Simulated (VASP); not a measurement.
# Pb (I4/mmm) in VASP: notebook, part 2 of 2

VASP 6.6.1. Earlier steps stand in the parts before.

## Step 5: Single point, PBEsol (strain -0.080 along x and y, +0.000 along z)

INCAR

```
PREC = Accurate
ENCUT = 520
EDIFF = 1E-6
ISMEAR = 0
SIGMA = 0.15
LREAL = False
LASPH = True
NELM = 60
ALGO = Normal
ISIF = 2
LWAVE = False
LCHARG = True
GGA = PS
LELF = True
LVHAR = True
NBANDS = 13
```

KPOINTS

```
Automatic mesh
0
Gamma
  16 16 16
```

POSCAR

```
Pb
1.0
    0.0000000000      2.2722160000      2.4698000000
    2.2722160000      0.0000000000      2.4698000000
    2.2722160000      2.2722160000      0.0000000000
Pb
1
Direct
    0.0000000000      0.0000000000      0.0000000000
```

Potentials or basis: VASP PAW PBE potentials, release 64 (Pb_d).

On the command line:

```bash
> cat potpaw_PBE.64/Pb_d/POTCAR > POTCAR
> mpirun -np 1 vasp_std > vasp.out
```

OUTCAR:

```text
PREC = Accurate
   ENCUT = 520
   EDIFF = 1E-6
   ISMEAR = 0
   LREAL = False
   LASPH = True
   NELM = 60
   ISIF = 2
   GGA = PS

 ion  position               nearest neighbor table
   1  0.000  0.000  0.000-

  LATTYP: Found a body centered tetragonal cell.
 ALAT       =     3.2133986838
 C/A-ratio  =     1.5371886548

  Lattice vectors:

 A1 = (  -2.2722160000,   0.0000000000,   2.4698000000)
 A2 = (   2.2722160000,   0.0000000000,   2.4698000000)
 A3 = (   0.0000000000,   2.2722160000,  -2.4698000000)

Analysis of symmetry for initial positions (statically):
=====================================================================
 Subroutine PRICEL returns:
 Original cell was already a primitive cell.

 Routine SETGRP: Setting up the symmetry group for a
 body centered tetragonal supercell.

 Subroutine GETGRP returns: Found 16 space group operations
 (whereof 16 operations were pure point group operations)
 out of a pool of 16 trial point group operations.

The static configuration has the point symmetry D_4h.

Analysis of symmetry for dynamics (positions and initial velocities):
[... 170 lines left out ...]
      4      -7.8143      2.00000
      5      -7.6582      2.00000
      6      -3.8760      2.00000
      7      17.9929      0.00000
      8      17.9929      0.00000
      9      18.2008      0.00000
     10      19.0948      0.00000
     11      22.4900      0.00000
     12      22.8051      0.00000
     13      23.1476      0.00000
[... 354 lines left out ...]
  band No.  band energies     occupation
      1      -8.0470      2.00000
      2      -7.9241      2.00000
      3      -7.8893      2.00000
      4      -7.7964      2.00000
      5      -7.6779      2.00000
      6      -3.6233      2.00000
      7      15.8039      0.00000
      8      16.7531      0.00000
      9      18.2365      0.00000
     10      19.1894      0.00000
     11      22.8049      0.00000
     12      22.8685      0.00000
     13      23.2159      0.00000

 [... further k-points ...]

------------------------ aborting loop because EDIFF is reached ----------------------------------------

  FORCE on cell =-STRESS in cart. coord.  units (eV):
  Direction    XX          YY          ZZ          XY          YZ          ZX
  --------------------------------------------------------------------------------------
  -------------------------------------------------------------------------------------
  Total        1.9658394      1.9658394      1.5265177      0.0000000      0.0000000     -0.0000000
  in kB      123.5001866    123.5001866     95.9006236      0.0000000      0.0000000     -0.0000000
  external PRESSURE =     114.3003322 kB  Pullay stress =       0.0000000 kB

 VOLUME and BASIS-vectors are now :
 -----------------------------------------------------------------------------
  energy-cutoff  :      520.00
  volume of cell :       25.50
      direct lattice vectors                 reciprocal lattice vectors
     0.000000000  2.272216000  2.469800000    -0.220049502  0.220049502  0.202445542
     2.272216000  0.000000000  2.469800000     0.220049502 -0.220049502  0.202445542
     2.272216000  2.272216000  0.000000000     0.220049502  0.220049502 -0.202445542

 POSITION                                       TOTAL-FORCE (eV/Angst)
 -----------------------------------------------------------------------------------
      0.00000      0.00000      0.00000        -0.000000     -0.000000     -0.000000
 -----------------------------------------------------------------------------------
    total drift:                                0.000000     -0.000000     -0.000000

  FREE ENERGIE OF THE ION-ELECTRON SYSTEM (eV)
  ---------------------------------------------------
  free  energy   TOTEN  =        -3.8560749811 eV

  energy  without entropy=       -3.8518757215  energy(sigma->0) =       -3.85397535
```

OSZICAR:

```text
N       E                     dE             d eps       ncg     rms          rms(c)
DAV:   1     0.106310102565E+03    0.10631E+03   -0.72288E+03  9225   0.134E+03
DAV:   2     0.946336145194E+00   -0.10536E+03   -0.10175E+03  9544   0.318E+02
DAV:   3    -0.377747128150E+01   -0.47238E+01   -0.46980E+01 11219   0.729E+01
DAV:   4    -0.387853011533E+01   -0.10106E+00   -0.10103E+00 10998   0.108E+01
DAV:   5    -0.388297810067E+01   -0.44480E-02   -0.44478E-02 12650   0.218E+00    0.813E-01
DAV:   6    -0.386247663091E+01    0.20501E-01   -0.22410E-02 11640   0.295E+00    0.376E-01
DAV:   7    -0.385655100513E+01    0.59256E-02   -0.93103E-03 11953   0.174E+00    0.930E-02
DAV:   8    -0.385607882478E+01    0.47218E-03   -0.55754E-04 14360   0.391E-01    0.855E-03
DAV:   9    -0.385607583771E+01    0.29871E-05   -0.74411E-06 11778   0.514E-02    0.470E-03
DAV:  10    -0.385607498109E+01    0.85662E-06   -0.35790E-07  7717   0.765E-03
   1 F= -.38560750E+01 E0= -.38539754E+01  d E =-.419926E-02
```

stdout:

```text
POSCAR found type information on POSCAR Pb
 POSCAR found :  1 types and       1 ions
 scaLAPACK will be used
 -----------------------------------------------------------------------------
|                                                                             |
|                                                                             |
|     You enforced a specific xc type in the INCAR file but a different       |
|     I HOPE YOU KNOW WHAT YOU ARE DOING!                                     |
|                                                                             |
 -----------------------------------------------------------------------------

 LDA part: xc-table for (Slater+PW92), standard interpolation
 POSCAR, INCAR and KPOINTS ok, starting setup
 FFT: planning ... GRIDC
 FFT: planning ... GRID_SOFT
 FFT: planning ... GRID
 WAVECAR not read
 entering main loop
```

Run time: 2.5 min. Hardware: 1 thread of Intel Xeon 8259CL, shared host; peak memory 0.24 GiB.

Results:

```
Free energy            : -3.8561 eV
Pressure               : 11.4 GPa
Band gap on the k mesh : zero (bands 7 and 8 overlap by 11.13 eV)
```

Stress tensor (GPa, compression positive):
```
12.35  0.00  0.00
 0.00 12.35  0.00
 0.00  0.00  9.59
```

Levels at points of the mesh, in eV from the Fermi level:
```tsv
k point	band 3	band 4	band 5	band 6	band 7	band 8	band 9	band 10	band 11	band 12
(0.00, 0.00, 0.00)	-17.23	-17.14	-16.98	-13.20	8.67	8.67	8.88	9.77	13.17	13.48
(0.50, 0.00, 0.00)	-17.21	-16.87	-16.81	-8.41	-5.26	5.45	7.33	9.47	10.17	12.53
(0.50, 0.50, 0.00)	-16.84	-16.80	-16.80	-7.39	-4.64	2.91	2.91	6.68	7.89	20.12
(0.50, 0.00, 0.50)	-16.86	-16.84	-16.71	-6.14	-3.87	1.48	2.05	5.52	6.87	17.99
```

Caveat: the cell differs from its parent crystal (strain -0.080 along x and y, +0.000 along z); the cell stands under pressure; the PAW data sets were made with another functional, which shifts forces and pressure a little; spin-orbit coupling is left out, which moves the levels of the heavy elements.

## Step 6: Single point, PBEsol (strain -0.040 along x and y, -0.080 along z)

INCAR

```
SYSTEM = Pb
PREC = Accurate
ENCUT = 520
EDIFF = 1E-6
ISMEAR = 0
SIGMA = 0.15
LREAL = .FALSE.
LASPH = .TRUE.
NELM = 100
ALGO = Normal
ISIF = 2
LWAVE = .FALSE.
LCHARG = .FALSE.
GGA = PS
NBANDS = 13
```

KPOINTS

```
Automatic mesh
0
G
  16 16 16
  0 0 0
```

POSCAR

```
Pb
1.0
    0.0000000000      2.3710080000      2.2722160000
    2.3710080000      0.0000000000      2.2722160000
    2.3710080000      2.3710080000      0.0000000000
Pb
1
Direct
    0.0000000000      0.0000000000      0.0000000000
```

Potentials or basis: VASP PAW PBE potentials, release 64 (Pb_d).

On the command line:

```bash
> cat potpaw_PBE.64/Pb_d/POTCAR > POTCAR
> mpirun -np 1 vasp_std > vasp.out
```

Run time: 1.8 min. Hardware: 1 thread of Intel Xeon 8259CL, shared host; peak memory 0.23 GiB.

The run converged. Its results:

```yaml
Free_energy: -3.8668 eV
Pressure: 11.2 GPa
Band_gap_on_the_k_mesh: zero (bands 7 and 8 overlap by 10.89 eV)
```

Stress tensor (GPa, compression positive):
```
11.07  0.00  0.00
 0.00 11.07  0.00
 0.00  0.00 11.60
```

Levels at points of the mesh, in eV from the Fermi level:
| k point | band 4 | band 5 | band 6 | band 7 | band 8 | band 9 | band 10 | band 11 |
| --- | --- | --- | --- | --- | --- | --- | --- | --- |
| (0.00, 0.00, 0.00) | -17.05 | -16.98 | -13.15 | 8.66 | 8.79 | 8.79 | 9.75 | 13.45 |
| (0.50, 0.00, 0.00) | -16.82 | -16.78 | -8.38 | -5.22 | 6.08 | 6.80 | 9.33 | 10.88 |
| (0.50, 0.50, 0.00) | -16.74 | -16.74 | -6.12 | -3.81 | 1.74 | 1.74 | 5.51 | 6.84 |
| (0.50, 0.00, 0.50) | -16.78 | -16.72 | -6.74 | -4.24 | 2.21 | 2.48 | 6.09 | 7.38 |

Caveat: the cell differs from its parent crystal (strain -0.040 along x and y, -0.080 along z); the cell stands under pressure; the PAW data sets were made with another functional, which shifts forces and pressure a little; spin-orbit coupling is left out, which moves the levels of the heavy elements.

## Step 7: The runs side by side

| cell | gap on the mesh (eV) | pressure (GPa) |
| --- | --- | --- |
| a = 3.569, b = 3.569, c = 3.772 Å, angles 58.1, 58.1, 63.8°, 1 atom | none | -4.2 |
| a = 3.635, b = 3.635, c = 3.772 Å, angles 58.7, 58.7, 62.5°, 1 atom | none | -5.1 |
| a = 3.703, b = 3.703, c = 3.772 Å, angles 59.4, 59.4, 61.2°, 1 atom | none | -5.9 |
| a = 3.356, b = 3.356, c = 3.213 Å, angles 61.4, 61.4, 57.2°, 1 atom | none | 11.4 |
| a = 3.284, b = 3.284, c = 3.353 Å, angles 59.3, 59.3, 61.4°, 1 atom | none | 11.2 |

Alike in all rows: task single point; level PBEsol; potentials or basis VASP PAW PBE potentials, release 64 (Pb_d); no spin polarisation; k mesh 16 × 16 × 16; cutoff (eV) 520; smearing gaussian 0.15 eV.

Caveats: the PAW data sets were made with another functional, which shifts forces and pressure a little; spin-orbit coupling is left out, which moves the levels of the heavy elements; the cell stands under tension (at least some runs); the cell stands under pressure (at least some runs).

Total energies depend on the potentials used, so only differences within one code and one set of settings carry meaning.
